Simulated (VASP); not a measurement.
Tm3F: single point with PBE

Crystal: Tm3F.

```xyz
4
Lattice="5.4802 0.0000 0.0000 0.0000 5.4802 0.0000 0.0000 0.0000 3.3847" Properties=species:S:1:pos:R:3 pbc="T T T"
Tm    2.7401    2.7401    0.0000
Tm    2.7401    0.0000    1.6924
Tm    0.0000    2.7401    1.6924
F     0.0000    0.0000    0.0000
```

The cell was built from a structure type or drawn by symmetry, and may not be a known phase.

```json
{
  "Program": "VASP 6.6.1",
  "Task": "single point",
  "Functional": "PBE",
  "Potentials or basis": "VASP PAW PBE potentials, release 64 (Tm_3, F), 4f in core",
  "Cutoff": "600 eV",
  "k mesh": "8 × 8 × 14",
  "Occupations": "gaussian, width 0.1 eV",
  "Spin": "no spin polarisation"
}
```

```yaml
Pressure: 0.5 GPa
Band_gap_on_the_k_mesh: zero (bands 17 and 18 overlap by 0.95 eV)
```

Stress tensor (GPa, compression positive):
```
0.39 0.00 0.00
0.00 0.39 0.00
0.00 0.00 0.58
```

Levels at points of the mesh, in eV from the Fermi level:
```tsv
k point	band 15	band 16	band 17	band 18	band 19	band 20
(0.00, 0.00, 0.00)	-2.27	-1.83	-1.29	0.44	1.72	1.72
(0.50, 0.00, 0.00)	-2.56	-1.40	-0.18	0.32	0.43	1.27
(0.50, 0.50, 0.00)	-1.78	-1.78	-0.04	0.11	0.11	1.09
(0.00, 0.00, 0.50)	-0.73	0.28	0.28	0.41	0.41	0.65
(0.50, 0.00, 0.50)	-1.53	-0.44	-0.26	0.36	0.43	0.85
(0.50, 0.50, 0.50)	-2.07	-2.07	-0.74	-0.52	1.87	2.01
```

It took 2.7 min on 1 thread of Intel(R) Xeon(R) 6975P-C (Granite Rapids), on a shared host, peak memory 0.46 GiB.

Caveat: spin-orbit coupling is left out, which moves the levels of the heavy elements; the 4f electrons are frozen in the core, so they carry no moment and show no levels; the run has no spin polarisation, though such a crystal can be magnetic. Spin polarisation is off, so any magnetic state and its effect on volume and gap are missing.
